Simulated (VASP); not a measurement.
# MgCd3O4 (Cmmm) in VASP: relaxation of cell and atoms with PBE

Aim: the relaxation of cell and atoms of MgCd3O4 with PBE.

Program: VASP 6.6.1. These are calculated values, not measurements. Logs are shortened: lines on timing, memory, paths and dates and some standing lists are left out, and cuts for length are marked.

## 1. The cell of the first run

It takes space group Cmmm (No. 65, orthorhombic). The conventional cell has a = 6.601 Å, b = 9.330 Å, c = 3.289 Å, α = 90.00°, β = 90.00°, γ = 90.00°. Mg (site symmetry mmm) has 6 O at 2.20 to 2.25 Å within 2.9 Å. Within 3.4 Å of Cd (site symmetry mmm) lie 6 O at 2.42 to 2.46 Å and 10 Cd at 3.29 to 3.30 Å and 2 Mg at 3.30 Å. Within 3.1 Å of Cd (site symmetry 2/m) lie 6 O at 2.33 to 2.34 Å. O (site symmetry m2m) has 1 Mg at 2.20 Å and 5 Cd at 2.33 to 2.46 Å within 2.9 Å. O (site symmetry 2mm) has 2 Mg at 2.25 Å and 4 Cd at 2.34 to 2.42 Å and 7 O at 3.06 to 3.29 Å within 3.3 Å.

## 2. Relaxation of cell and atoms, PBE

INCAR reads:

```
PREC     = Accurate       # precision mode
ENCUT    = 600            # plane-wave cutoff, eV
EDIFF    = 1E-6           # SCF threshold, eV
ISMEAR   = 0              # smearing method
SIGMA    = 0.1            # smearing width, eV
LREAL    = False          # projectors in reciprocal space
LASPH    = True           # aspherical terms in the spheres
NELM     = 60             # most SCF steps
ALGO     = Fast           # electronic algorithm
ISIF     = 3              # what is computed and relaxed
LWAVE    = False          # write WAVECAR
LCHARG   = False          # write CHGCAR
GGA      = PE             # functional
IBRION   = 2              # ionic algorithm
NSW      = 100            # ionic steps
EDIFFG   = -0.01          # ionic threshold
```

KPOINTS reads:

```
regular mesh
0
Gamma
  8 8 12
```

POSCAR reads:

```
MgCd3O4
1.0
    3.3002919690     -4.6650034257      0.0000000000
    3.3002919690      4.6650034257      0.0000000000
    0.0000000000      0.0000000000      3.2887369584
Mg Cd O
1 3 4
Direct
    0.5000000000      0.5000000000      0.0000000000
    0.0000000000      0.0000000000      0.0000000000
    0.0000000000      0.5000000000      0.5000000000
    0.5000000000      0.0000000000      0.5000000000
    0.7360306231      0.2639693769      0.0000000000
    0.7315892556      0.7315892556      0.5000000000
    0.2684107444      0.2684107444      0.5000000000
    0.2639693769      0.7360306231      0.0000000000
```

Potentials or basis: VASP PAW PBE potentials, release 64 (Mg, Cd, O).

Run with:

```sh
$ cat potpaw_PBE.64/Mg/POTCAR potpaw_PBE.64/Cd/POTCAR potpaw_PBE.64/O/POTCAR > POTCAR
$ mpirun -np 1 vasp_std > vasp.out
```

OUTCAR:

```text
PREC = Accurate
   ENCUT = 600
   EDIFF = 1E-6
   ISMEAR = 0
   LREAL = False
   LASPH = True
   NELM = 60
   ISIF = 3
   GGA = PE
   IBRION = 2
   NSW = 100
   EDIFFG = -0.01

 ion  position               nearest neighbor table
   1  0.500  0.500  0.000-   5 2.20   8 2.20   7 2.25   6 2.25   6 2.25   7 2.25   3 3.30   4 3.30
                             3 3.30   4 3.30   4 3.30   4 3.30   3 3.30   3 3.30   2 3.30   2 3.30
   2  0.000  0.000  0.000-   6 2.42   7 2.42   6 2.42   7 2.42   5 2.46   8 2.46   3 3.30   4 3.30
                             3 3.30   4 3.30   3 3.30   3 3.30   4 3.30   4 3.30   1 3.30   1 3.30
   3  0.000  0.500  0.500-   5 2.33   8 2.33   5 2.33   8 2.33   7 2.34   6 2.34   1 3.30   2 3.30
                             1 3.30   2 3.30   2 3.30   2 3.30   1 3.30   1 3.30   4 3.30   4 3.30
   4  0.500  0.000  0.500-   5 2.33   8 2.33   5 2.33   8 2.33   7 2.34   6 2.34   1 3.30   2 3.30
                             1 3.30   2 3.30   1 3.30   1 3.30   2 3.30   2 3.30   3 3.30   3 3.30
   5  0.736  0.264  0.000-   1 2.20   3 2.33   4 2.33   3 2.33   4 2.33   2 2.46
   6  0.732  0.732  0.500-   1 2.25   1 2.25   4 2.34   3 2.34   2 2.42   2 2.42
   7  0.268  0.268  0.500-   1 2.25   1 2.25   4 2.34   3 2.34   2 2.42   2 2.42
   8  0.264  0.736  0.000-   1 2.20   3 2.33   4 2.33   3 2.33   4 2.33   2 2.46

  LATTYP: Found a base centered orthorhombic cell.
 ALAT       =     6.6005839380
 B/A-ratio  =     1.4135123406
 C/A-ratio  =     0.4982493957

  Lattice vectors:

 A1 = (   3.3002919690,  -4.6650034257,   0.0000000000)
 A2 = (   3.3002919690,   4.6650034257,   0.0000000000)
 A3 = (   0.0000000000,   0.0000000000,   3.2887369584)

Analysis of symmetry for initial positions (statically):
=====================================================================
 Subroutine PRICEL returns:
 Original cell was already a primitive cell.

 Routine SETGRP: Setting up the symmetry group for a
 base centered orthorhombic supercell.

 Subroutine GETGRP returns: Found  8 space group operations
 (whereof  8 operations were pure point group operations)
 out of a pool of  8 trial point group operations.

The static configuration has the point symmetry D_2h.

Analysis of symmetry for dynamics (positions and initial velocities):
=====================================================================
 Subroutine PRICEL returns:
 Original cell was already a primitive cell.

 Routine SETGRP: Setting up the symmetry group for a
 base centered orthorhombic supercell.

 Subroutine GETGRP returns: Found  8 space group operations
 (whereof  8 operations were pure point group operations)
 out of a pool of  8 trial point group operations.

The dynamic configuration has the point symmetry D_2h.

 Subroutine INISYM returns: Found  8 space group operations
 (whereof  8 operations are pure point group operations),
 and found     1 'primitive' translations

----------------------------------------------------------------------------------------

                                     Primitive cell

  volume of cell :     101.2660

  direct lattice vectors                    reciprocal lattice vectors
     3.300291969 -4.665003426  0.000000000     0.151501747 -0.107181057  0.000000000
     3.300291969  4.665003426  0.000000000     0.151501747  0.107181057  0.000000000
     0.000000000  0.000000000  3.288736958     0.000000000  0.000000000  0.304068101

  length of vectors
     5.714383960  5.714383960  3.288736958     0.185581676  0.185581676  0.304068101

  position of ions in fractional coordinates (direct lattice)
     0.500000000  0.500000000  0.000000000
     0.000000000  0.000000000  0.000000000
     0.000000000  0.500000000  0.500000000
     0.500000000  0.000000000  0.500000000
     0.736030623  0.263969377  0.000000000
     0.731589256  0.731589256  0.500000000
     0.268410744  0.268410744  0.500000000
     0.263969377  0.736030623  0.000000000

  ion indices of the primitive-cell ions
   primitive index   ion index
                 1           1
                 2           2
                 3           3
                 4           4
                 5           5
                 6           6
                 7           7
                 8           8

----------------------------------------------------------------------------------------

 KPOINTS: regular mesh

Automatic generation of k-mesh.
 Grid dimensions read from file:
 generate k-points for:    8    8   12

 Generating k-lattice:

  Cartesian coordinates                     Fractional coordinates (reciprocal lattice)
     0.018937718 -0.013397632  0.000000000     0.125000000  0.000000000  0.000000000
     0.018937718  0.013397632  0.000000000     0.000000000  0.125000000  0.000000000
     0.000000000  0.000000000  0.025339008     0.000000000  0.000000000  0.083333333

  Length of vectors
     0.023197710  0.023197710  0.025339008

  Shift w.r.t. Gamma in fractional coordinates (k-lattice)
     0.000000000  0.000000000  0.000000000

 Subroutine IBZKPT returns following result:
 ===========================================

 Found    147 irreducible k-points:

 Following reciprocal coordinates:
            Coordinates               Weight
  0.000000  0.000000  0.000000      1.000000
  0.125000  0.000000  0.000000      4.000000
  0.250000  0.000000  0.000000      4.000000
  0.375000  0.000000  0.000000      4.000000
  0.500000  0.000000  0.000000      2.000000
  0.125000  0.125000  0.000000      2.000000
[... 16 lines left out ...]
  0.125000  0.000000  0.083333      8.000000
  0.250000  0.000000  0.083333      8.000000
 [... further k-points ...]
   k-points           NKPTS =    147   k-points in BZ     NKDIM =    147   number of bands    NBANDS=     37
   number of dos      NEDOS =    301   number of ions     NIONS =      8
   total plane-waves  NPLWV =  64512
   dimension x,y,z NGX =    48 NGY =   48 NGZ =   28
   dimension x,y,z NGXF=    96 NGYF=   96 NGZF=   56
   ions per type =               1   3   4
   NGX,Y,Z   is equivalent  to a cutoff of  13.96, 13.96, 14.15 a.u.
   NGXF,Y,Z  is equivalent  to a cutoff of  27.93, 27.93, 28.31 a.u.
 SYSTEM =  unknown system
   PREC   = accura    normal or accurate (medium, high low for compatibility)
   ISTART =      0    job   : 0-new  1-cont  2-samecut
   ICHARG =      2    charge: 1-file 2-atom 10-const
   ISPIN  =      1    spin polarized calculation?
   LNONCOLLINEAR =      F non collinear calculations
   LSORBIT =      F    spin-orbit coupling
   LASPH  =      T    aspherical Exc in radial PAW
   ENCUT  =  600.0 eV  44.10 Ry    6.64 a.u.  11.41 11.41  6.57*2*pi/ulx,y,z
   NELM   =     60;   NELMIN=  2; NELMDL= -5     # of ELM steps
   EDIFF  = 0.1E-05   stopping-criterion for ELM
   LREAL  =      F    real-space projection
   EDIFFG = -.1E-01   stopping-criterion for IOM
   NSW    =    100    number of steps for IOM
   IBRION =      2    ionic relax: 0-MD 1-quasi-New 2-CG
   NFREE  =      1    steps in history (QN), initial steepest desc. (CG)
   ISIF   =      3    stress and relaxation
   ISYM   =      2    0-nonsym 1-usesym 2-fastsym
   POTIM  = 0.5000    time-step for ionic-motion
   TEBEG  =    0.0;   TEEND  =   0.0 temperature during run
   PSTRESS=    0.0 pullay stress
   NELECT =      62.0000    total number of electrons
   NUPDOWN=      -1.0000    fix difference up-down
   EMIN   =  10.00;   EMAX   =-10.00  energy-range for DOS
   EFERMI =   0.00;   METHOD = LEGACY
   ISMEAR =     0;   SIGMA  =   0.10  broadening in eV -4-tet -1-fermi 0-gaus
   EFERMI_NEDOS =   21; number of points for ismear=-14 and -15
   IALGO  =     68    algorithm
   IMIX   =      4    mixing-type and parameters
     AMIX     =   0.40;   BMIX     =  1.00
     AMIX_MAG =   1.60;   BMIX_MAG =  1.00
  volume/ion in A,a.u.               =      12.66        85.42
  Fermi-wavevector in a.u.,A,eV,Ry     =   1.390116  2.626938 26.292188  1.932421
  Thomas-Fermi vector in A             =   2.514081
   LORBIT       =      0    0 simple, 1 ext, 2 COOP (PROOUT), +10 PAW based schemes
   GGA     = PE    functional components
   LHFCALC =     F    Hartree Fock is set to
   AEXX    =    0.0000 exact exchange contribution
   IVDW    =     0    specifies the selected vdW correction
   LEPSILON=     F    determine dielectric tensor
   LRPA    =     F    only Hartree local field effects (RPA)
 conjugate gradient relaxation of ions
 non-spin polarized calculation
 RMM-DIIS sequential band-by-band and
 Gauss-broadening in eV      SIGMA  =   0.10
  energy-cutoff  :      600.00
  volume of cell :      101.27
 maximum number of plane-waves:      3413
 NGX is ok and might be reduce to    48
   NGX = 23   NGY = 23   NGZ = 13

--------------------------------------- Ionic step        1  -------------------------------------------

 number of electron      62.0000025 magnetization

 Free energy of the ion-electron system (eV)
  ---------------------------------------------------
  ext. energy  EPLUGINS =         0.00000000
  ---------------------------------------------------
  free energy    TOTEN  =       -34.63510987 eV

  energy without entropy =      -34.63467143  energy(sigma->0) =      -34.63489065

------------------------ aborting loop because EDIFF is reached ----------------------------------------

  FORCE on cell =-STRESS in cart. coord.  units (eV):
  Direction    XX          YY          ZZ          XY          YZ          ZX
  --------------------------------------------------------------------------------------
  -------------------------------------------------------------------------------------
  Total        0.4697332      0.4734884      0.3876537      0.0000000      0.0000000      0.0000000
  in kB        7.4318744      7.4912876      6.1332549      0.0000000      0.0000000      0.0000000
  external PRESSURE =       7.0188056 kB  Pullay stress =       0.0000000 kB
[... 279 lines left out ...]
  energy  without entropy=      -34.6365577288  energy(sigma->0) =      -34.63677814

--------------------------------------- Ionic step        8  -------------------------------------------

 number of electron      62.0000020 magnetization

 Free energy of the ion-electron system (eV)
  ---------------------------------------------------
  ext. energy  EPLUGINS =         0.00000000
  ---------------------------------------------------
  free energy    TOTEN  =       -34.63710383 eV

  energy without entropy =      -34.63666225  energy(sigma->0) =      -34.63688304

 E-fermi :   2.3407     XC(G=0): -11.2952

 val. band max:        2.2621730119   @ k =   0.0000   0.0000   0.0000
 cond. band min:       2.5867338189   @ k =   0.1250   0.0000   0.0000
 fundamental gap:      0.3245608070
 Fermi energy:         2.3407034294

 k-point     1 :       0.0000    0.0000    0.0000
  band No.  band energies     occupation
      1     -15.1549      2.00000
      2     -14.3986      2.00000
      3     -14.3721      2.00000
      4     -14.3206      2.00000
      5      -5.4837      2.00000
      6      -5.4025      2.00000
[... 949 lines left out ...]
     36       9.7455      0.00000
     37      10.8128      0.00000

 [... further k-points ...]

------------------------ aborting loop because EDIFF is reached ----------------------------------------

  FORCE on cell =-STRESS in cart. coord.  units (eV):
  Direction    XX          YY          ZZ          XY          YZ          ZX
  --------------------------------------------------------------------------------------
  -------------------------------------------------------------------------------------
  Total        0.0097120      0.0404471     -0.0006721      0.0000000      0.0000000      0.0000000
  in kB        0.1529459      0.6369676     -0.0105842      0.0000000      0.0000000      0.0000000
  external PRESSURE =       0.2597765 kB  Pullay stress =       0.0000000 kB
[... 23 lines left out ...]
  FREE ENERGIE OF THE ION-ELECTRON SYSTEM (eV)
  ---------------------------------------------------
  free  energy   TOTEN  =       -34.6371038279 eV

  energy  without entropy=      -34.6366622501  energy(sigma->0) =      -34.63688304

 reached required accuracy - stopping structural energy minimisation
```

Wall time 70 min (1 thread of Oxide Virtual Turin-like, shared host); peak memory 0.65 GiB.

What came out:

```yaml
Free_energy: -34.6371 eV
Relaxed_volume: 12.72 Å³/atom
Relaxed_cell: a = 5.726 Å, b = 5.726 Å, c = 3.291 Å, α = 90.00°, β = 90.00°, γ = 109.46°
Space_group_after_relaxing_to_0.1_Å: Cmmm (No. 65)
Energy_gained_by_relaxing: 0.2 meV/atom
Ionic_steps: 8
Pressure_after_relaxing: 0.0 GPa
Largest_force_after_relaxing: 0.007 eV/Å
```

Forces in eV/Å, atoms in the order of the input:
```
Mg   0.000  0.000  0.000
Cd   0.000  0.000  0.000
Cd   0.000  0.000  0.000
Cd   0.000  0.000  0.000
O    0.000  0.005  0.000
O    0.007  0.000  0.000
O   -0.007  0.000  0.000
O    0.000 -0.005  0.000
```

Step by step:
```tsv
step	energy change (eV)	largest force (eV/Å)	pressure (GPa)	volume (Å³)
1	0.0000	0.0752	0.70	101.27
2	-0.0014	0.0278	-0.37	102.08
3	-0.0016	0.0381	-0.18	101.87
4	-0.0016	0.0414	-0.06	101.82
5	-0.0016	0.0405	-0.05	101.83
6	-0.0016	0.0395	-0.08	101.85
7	-0.0019	0.0233	-0.04	101.80
8	-0.0020	0.0071	0.03	101.74
```

Final structure:
```
Mg Cd O
1.0
     3.30638   -4.67487    0.00000
     3.30638    4.67487    0.00000
     0.00000    0.00000    3.29101
Mg Cd O
1 3 4
Cartesian
  3.3064 0.0000 0.0000
  6.6128 0.0000 0.0000
  4.9596 -2.3374 1.6455
  4.9596 2.3374 1.6455
  3.3064 -2.2005 0.0000
  4.8304 0.0000 1.6455
  1.7823 0.0000 1.6455
  3.3064 2.2005 0.0000
```

Levels at points of the mesh, in eV from the Fermi level:
| k point | band 28 | band 29 | band 30 | band 31 | band 32 | band 33 | band 34 | band 35 |
| --- | --- | --- | --- | --- | --- | --- | --- | --- |
| (0.00, 0.00, 0.00) | -1.08 | -1.04 | -0.20 | -0.15 | -0.08 | 3.89 | 4.25 | 4.55 |
| (0.50, 0.00, 0.00) | -0.97 | -0.89 | -0.88 | -0.78 | 2.36 | 2.76 | 5.08 | 5.77 |
| (0.50, 0.50, 0.00) | -1.66 | -1.63 | -1.19 | -0.17 | 2.83 | 3.50 | 5.22 | 6.00 |
| (0.00, 0.00, 0.50) | -2.12 | -1.94 | -0.99 | -0.18 | 4.28 | 4.92 | 5.99 | 7.04 |
| (0.50, 0.00, 0.50) | -1.54 | -1.46 | -1.35 | -1.17 | 4.33 | 4.72 | 5.71 | 6.38 |
| (0.50, 0.50, 0.50) | -1.04 | -0.84 | -0.17 | -0.09 | 3.87 | 3.89 | 4.13 | 4.38 |
